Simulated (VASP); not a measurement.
# Sr (I4/mmm) in VASP: single point with r2SCAN

Aim: the single point of Sr with r2SCAN.

Everything below comes from runs of VASP 6.6.1. Logs are shortened: lines on timing, memory, paths and dates and some standing lists are left out, and cuts for length are marked.

## (1) The cell of the first run

The typed cell holds 1 atom: a = 4.313 Å, b = 4.313 Å, c = 4.313 Å, α = 120.02°, β = 120.02°, γ = 89.96°.

## (2) Single point, r2SCAN

The input, POSCAR:

```
Sr
1.0
   -2.1557762670      2.1557762670      3.0507445418
    2.1557762670     -2.1557762670      3.0507445418
    2.1557762670      2.1557762670     -3.0507445418
Sr
1
Direct
    0.0000000000      0.0000000000      0.0000000000
```

The input, INCAR.step1:

```
SYSTEM = Sr
ALGO = Normal ; EDIFF = 1E-4
ENCUT = 520 ; GGA = PE
ISMEAR = 0 ; LASPH = .True.
LCHARG = .False. ; LREAL = .False.
LWAVE = .True. ; NBANDS = 11
NELM = 60 ; PREC = Accurate
SIGMA = 0.1
```

The input, INCAR.step2:

```
SYSTEM = Sr
ALGO = Normal ; EDIFF = 1E-6
ENCUT = 520 ; ISIF = 2
ISMEAR = 0 ; ISTART = 1
LASPH = .True. ; LCHARG = .False.
LMIXTAU = .True. ; LREAL = .False.
LWAVE = .False. ; METAGGA = R2SCAN
NBANDS = 11 ; NELM = 60
PREC = Accurate ; SIGMA = 0.1
```

The input, KPOINTS:

```
k-points
0
Gamma
  18 18 18
  0 0 0
```

Potentials or basis: VASP PAW PBE potentials, release 64 (Sr_sv).

On the command line:

```bash
$ cat potpaw_PBE.64/Sr_sv/POTCAR > POTCAR
$ cp INCAR.step1 INCAR
$ mpirun -np 1 vasp_std > vasp.out
$ cp INCAR.step2 INCAR
$ mpirun -np 1 vasp_std > vasp.out
```

OUTCAR:

```text
SYSTEM = Sr
   EDIFF = 1E-6
   ENCUT = 520
   ISIF = 2
   ISMEAR = 0
   ISTART = 1
   LASPH = .True.
   LREAL = .False.
   METAGGA = R2SCAN
   NELM = 60
   PREC = Accurate

 ion  position               nearest neighbor table
   1  0.000  0.000  0.000-

  LATTYP: Found a body centered tetragonal cell.
 ALAT       =     4.3115525340
 C/A-ratio  =     1.4151489598

  Lattice vectors:

 A1 = (  -2.1557762670,   2.1557762670,   3.0507445418)
 A2 = (   2.1557762670,  -2.1557762670,   3.0507445418)
 A3 = (   2.1557762670,   2.1557762670,  -3.0507445418)

Analysis of symmetry for initial positions (statically):
=====================================================================
 Subroutine PRICEL returns:
 Original cell was already a primitive cell.

 Routine SETGRP: Setting up the symmetry group for a
 body centered tetragonal supercell.

 Subroutine GETGRP returns: Found 16 space group operations
 (whereof 16 operations were pure point group operations)
 out of a pool of 16 trial point group operations.

The static configuration has the point symmetry D_4h.

Analysis of symmetry for dynamics (positions and initial velocities):
=====================================================================
 Subroutine PRICEL returns:
 Original cell was already a primitive cell.

 Routine SETGRP: Setting up the symmetry group for a
 body centered tetragonal supercell.

 Subroutine GETGRP returns: Found 16 space group operations
 (whereof 16 operations were pure point group operations)
 out of a pool of 16 trial point group operations.

The dynamic configuration has the point symmetry D_4h.

 Subroutine INISYM returns: Found 16 space group operations
 (whereof 16 operations are pure point group operations),
 and found     1 'primitive' translations

----------------------------------------------------------------------------------------

                                     Primitive cell

  volume of cell :      56.7118

  direct lattice vectors                    reciprocal lattice vectors
    -2.155776267  2.155776267  3.050744542     0.000000000  0.231935015  0.163894418
     2.155776267 -2.155776267  3.050744542     0.231935015  0.000000000  0.163894418
     2.155776267  2.155776267 -3.050744542     0.231935015  0.231935015  0.000000000

  length of vectors
     4.312978656  4.312978656  4.312978656     0.283998646  0.283998646  0.328005643

[... 83 lines left out ...]
   NFREE  =      0    steps in history (QN), initial steepest desc. (CG)
   ISIF   =      2    stress and relaxation
   ISYM   =      2    0-nonsym 1-usesym 2-fastsym
   POTIM  = 0.5000    time-step for ionic-motion
   TEBEG  =    0.0;   TEEND  =   0.0 temperature during run
   PSTRESS=    0.0 pullay stress
   NELECT =      10.0000    total number of electrons
   NUPDOWN=      -1.0000    fix difference up-down
   EMIN   =  10.00;   EMAX   =-10.00  energy-range for DOS
   EFERMI =   0.00;   METHOD = LEGACY
   ISMEAR =     0;   SIGMA  =   0.10  broadening in eV -4-tet -1-fermi 0-gaus
   EFERMI_NEDOS =   21; number of points for ismear=-14 and -15
   IALGO  =     38    algorithm
   IMIX   =      4    mixing-type and parameters
     AMIX     =   0.40;   BMIX     =  1.00
     AMIX_MAG =   1.60;   BMIX_MAG =  1.00
  volume/ion in A,a.u.               =      56.71       382.71
  Fermi-wavevector in a.u.,A,eV,Ry     =   0.918016  1.734799 11.466365  0.842754
  Thomas-Fermi vector in A             =   2.043051
   LORBIT       =      0    0 simple, 1 ext, 2 COOP (PROOUT), +10 PAW based schemes
   METAGGA = R2SCAN    functional components
   LHFCALC =     F    Hartree Fock is set to
   AEXX    =    0.0000 exact exchange contribution
   IVDW    =     0    specifies the selected vdW correction
   LEPSILON=     F    determine dielectric tensor
   LRPA    =     F    only Hartree local field effects (RPA)
 non-spin polarized calculation
 Gauss-broadening in eV      SIGMA  =   0.10
  energy-cutoff  :      520.00
  volume of cell :       56.71
 maximum number of plane-waves:      1550
   NGX = 17   NGY = 17   NGZ = 17

 number of electron      10.0000000 magnetization

 Free energy of the ion-electron system (eV)
  ---------------------------------------------------
  ext. energy  EPLUGINS =         0.00000000
  ---------------------------------------------------
  free energy    TOTEN  =       -15.10241170 eV

  energy without entropy =      -15.09441937  energy(sigma->0) =      -15.09841554

 E-fermi :   1.4865     XC(G=0):  -7.6951

 val. band max:        1.4779288075   @ k =  -0.4444   0.5000   0.1667
 cond. band min:       1.4873760817   @ k =   0.4444   0.2222  -0.0000
 fundamental gap:      0.0094472741
 Fermi energy:         1.4864675906

 k-point     1 :       0.0000    0.0000    0.0000
  band No.  band energies     occupation
      1     -36.5830      2.00000
      2     -17.8461      2.00000
      3     -17.8461      2.00000
      4     -17.8461      2.00000
      5      -2.2875      2.00000
      6       4.1656      0.00000
      7       4.1691      0.00000
      8       4.1691      0.00000
      9       5.6645      0.00000
     10       5.6701      0.00000
     11       8.9286      0.00000
[... 309 lines left out ...]
 k-point    24 :      -0.2222    0.0556    0.0000
  band No.  band energies     occupation
      1     -36.5780      2.00000
      2     -17.9138      2.00000
      3     -17.8588      2.00000
      4     -17.8553      2.00000
      5      -1.5852      2.00000
      6       3.2336      0.00000
      7       4.3321      0.00000
      8       4.3439      0.00000
      9       5.2513      0.00000
     10       5.7095      0.00000
     11       9.1919      0.00000

 [... further k-points ...]

------------------------ aborting loop because EDIFF is reached ----------------------------------------

  FORCE on cell =-STRESS in cart. coord.  units (eV):
  Direction    XX          YY          ZZ          XY          YZ          ZX
  --------------------------------------------------------------------------------------
  -------------------------------------------------------------------------------------
  Total        0.0083948      0.0083948      0.0073351      0.0000000     -0.0000000      0.0000000
  in kB        0.2371635      0.2371635      0.2072248      0.0000000     -0.0000000      0.0000000
  external PRESSURE =       0.2271839 kB  Pullay stress =       0.0000000 kB

 VOLUME and BASIS-vectors are now :
 -----------------------------------------------------------------------------
  energy-cutoff  :      520.00
  volume of cell :       56.71
      direct lattice vectors                 reciprocal lattice vectors
    -2.155776267  2.155776267  3.050744542     0.000000000  0.231935015  0.163894418
     2.155776267 -2.155776267  3.050744542     0.231935015  0.000000000  0.163894418
     2.155776267  2.155776267 -3.050744542     0.231935015  0.231935015  0.000000000

 POSITION                                       TOTAL-FORCE (eV/Angst)
 -----------------------------------------------------------------------------------
      0.00000      0.00000      0.00000         0.000000     -0.000000      0.000000
 -----------------------------------------------------------------------------------
    total drift:                                0.000000      0.000000     -0.000000

  FREE ENERGIE OF THE ION-ELECTRON SYSTEM (eV)
  ---------------------------------------------------
  free  energy   TOTEN  =       -15.1024117007 eV

  energy  without entropy=      -15.0944193710  energy(sigma->0) =      -15.09841554
```

Run time: 12 min. Hardware: 1 thread of Intel Xeon 8259CL, shared host; peak memory 0.42 GiB.

What came out:

- Free energy: -15.1024 eV
- Pressure: 0.0 GPa
- Band gap on the k mesh: zero (bands 5 and 6 overlap by 0.17 eV)

Caveat: the PAW data sets were made with another functional, which shifts forces and pressure a little.
